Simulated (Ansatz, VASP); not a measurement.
Two plane-wave programs on Cs

INCAR

```
SYSTEM = Cs
  PREC = Accurate
  ENCUT = 520
  EDIFF = 1E-8
  ISMEAR = -1
  SIGMA = 0.05
  LREAL = .False.
  LASPH = .True.
  NELM = 100
  ALGO = Normal
  ISIF = 2
  LWAVE = .False.
  LCHARG = .False.
  GGA = PE
  LEFG = .True.
  NBANDS = 10
```

File KPOINTS:

```
regular mesh
0
Gamma
  9 9 9
  0 0 0
```

POSCAR

```
Cs
1.0
   -2.9919676095      2.9919676095      2.9919676095
    2.9919676095     -2.9919676095      2.9919676095
    2.9919676095      2.9919676095     -2.9919676095
Cs
1
Direct
    0.0000000000      0.0000000000      0.0000000000
```

Input for Ansatz:

```yaml
crystal:
  lattice:
    - [-2.9919676095, 2.9919676095, 2.9919676095]
    - [2.9919676095, -2.9919676095, 2.9919676095]
    - [2.9919676095, 2.9919676095, -2.9919676095]
  atoms:
    - { symbol: Cs, position: [0.0, 0.0, 0.0] }
kpoints:
  mp_grid: { grid: [9, 9, 9] }
scf:
  occupations: { method: fermi_dirac, width: 0.05 }
hamiltonian:
  xc: pbe
  pseudopotentials: { kind: paw }
output:
  forces: true
  stress: true
  eigenvalues: true
  efg: { contact_densities: true }
```

Change from the starting cell: volume scaled by 0.97, PAW files.

Alike in both runs: task electric field gradients; functional PBE; k mesh 9 × 9 × 9; occupations fermi-dirac, width 0.05 eV; no spin polarisation.

|  | VASP | Ansatz |
| --- | --- | --- |
| version | VASP 6.6.1 | Ansatz 0.2.0 |
| potentials or method | VASP PAW PBE potentials, release 64 (Cs_sv) | PAW with Ansatz's default frozen-core files, scalar-relativistic |
| plane-wave cutoff (eV) | 520 | 420 |
| valence electrons in the cell | 9 | 9 |

|  | VASP | Ansatz | Ansatz less VASP |
| --- | --- | --- | --- |
| pressure (GPa) | 0.2 | 0.2 | +0.01 |

Neither program's run includes spin-orbit coupling.
